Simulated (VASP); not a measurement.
# BN: single point with PBE

The system is BN.

```xyz
4
Lattice="2.5539 0.0000 0.0000 -1.2770 2.2118 0.0000 0.0000 0.0000 4.2269" Properties=species:S:1:pos:R:3 pbc="T T T"
B     1.2770    0.7373    4.3257
B     0.0000    1.4745    2.1123
N     1.2770    0.7373    2.6430
N     0.0000    1.4745    0.5295
```

This cell differs from its parent crystal: atom 1 (B) moved +0.100 Å along Cartesian [0 0 1].

- Program: VASP 6.6.1
- Task: single point
- Functional: PBE
- Potentials or basis: VASP PAW PBE potentials, release 64 (B, N)
- Cutoff: 520 eV
- k mesh: 12 × 12 × 6
- Occupations: gaussian, width 0.05 eV
- Spin: no spin polarisation

```json
{
 "Pressure": "2.1 GPa",
 "Largest force": "2.896 eV/Å",
 "Band gap on the k mesh": "5.52 eV (least direct gap 7.94 eV)"
}
```

Forces in eV/Å, atoms in the order of the input:
```
B    0.000  0.000 -2.896
B    0.000  0.000  1.155
N    0.000  0.000  0.420
N    0.000  0.000  1.322
```

Stress tensor (GPa, compression positive):
```
1.97 0.00 0.00
0.00 1.97 0.00
0.00 0.00 2.31
```

Levels at points of the mesh, in eV from the valence-band top:
```
           k point  band 4  band 5  band 6  band 7  band 8  band 9  band 10  band 11  band 12  band 13
(0.00, 0.00, 0.00)   -2.58   -2.58   -0.30   -0.30    0.00    7.94     8.21     8.21     9.09    10.59
(0.50, 0.00, 0.00)   -8.03   -6.89   -5.40   -4.19   -2.50    6.40     7.85    11.04    11.20    12.13
(0.00, 0.00, 0.50)   -5.21   -2.11   -2.11   -0.97   -0.97    8.69     9.38     9.38     9.54     9.93
(0.50, 0.00, 0.50)   -9.81   -4.71   -3.81   -3.56   -3.09    5.90     6.52     9.33     9.76    14.05
```

It took 20 s on 1 thread of Intel(R) Xeon(R) Platinum 8488C (Sapphire Rapids), on a shared host, peak memory 0.15 GiB.

Caveat: the cell differs from its parent crystal (atom 1 (B) moved +0.100 Å along Cartesian [0 0 1]); forces of over 1 eV/Å act on the atoms, so gaps and moduli don't describe the material at rest. A k mesh can miss the band edges.
